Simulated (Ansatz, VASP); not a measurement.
## Two plane-wave programs on Cu

```
Cu
1.0
     0.00000    1.78814    1.78814
     1.78814    0.00000    1.78814
     1.78814    1.78814    0.00000
Cu
1
Cartesian
  0.0000 0.0000 0.0000
```

Alike in both runs: functional r2SCAN; k mesh 21 × 21 × 21; occupations fermi-dirac, width 0.1 eV; no spin polarisation.

Ansatz relaxed the structure, and its values are those at the end. VASP's run is a single point on that final structure, the one shown.

```csv
,VASP,Ansatz
version,VASP 6.6.1,Ansatz 0.2.0
potentials or method,"VASP PAW PBE potentials, release 64 (Cu)","PAW with Ansatz's default frozen-core files, scalar-relativistic"
plane-wave cutoff (eV),520,500
valence electrons in the cell,11,19
```

|  | VASP | Ansatz | Ansatz less VASP |
| --- | --- | --- | --- |
| pressure (GPa) | 0.5 | 0.0 | -0.49 |

VASP's potentials were made for PBE, not for r2SCAN. VASP's potentials hold 11 valence electrons a cell and Ansatz's 19, so a difference there can come from the potentials and not from the codes.
